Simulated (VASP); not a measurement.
**Rh: single point with PBE**

Crystal: Rh.

```
Rh
1.0
     0.00000    1.91042    1.91042
     1.91042    0.00000    1.91042
     1.91042    1.91042    0.00000
Rh
1
Direct
  0.00000 0.00000 0.00000
```

```yaml
Program: VASP 6.6.1
Task: single point
Functional: PBE
Potentials_or_basis: VASP PAW PBE potentials, release 64 (Rh_pv)
Cutoff: 500 eV
k_mesh: 10 × 10 × 10
Occupations: fermi-dirac, width 0.05 eV
Spin: no spin polarisation
Dipole_correction: no
Further_INCAR_settings: ALGO = Normal; EDIFF = 1e-06; NBANDS = 14
```

```yaml
Pressure: 2.1 GPa
```

Levels at points of the mesh, in eV from the Fermi level:
```tsv
k point	band 4	band 5	band 6	band 7	band 8	band 9	band 10	band 11
(0.00, 0.00, 0.00)	-7.88	-3.04	-3.04	-3.04	-1.00	-1.00	15.98	20.53
(0.50, 0.00, 0.00)	-6.03	-3.11	-3.11	0.52	0.52	0.73	8.47	15.48
(0.50, 0.50, 0.00)	-6.21	-5.85	0.50	0.93	0.93	3.22	12.07	13.22
```

Run time: 8.9 s on 1 thread of AMD EPYC 7R13 (shared host), peak memory 0.1 GiB.
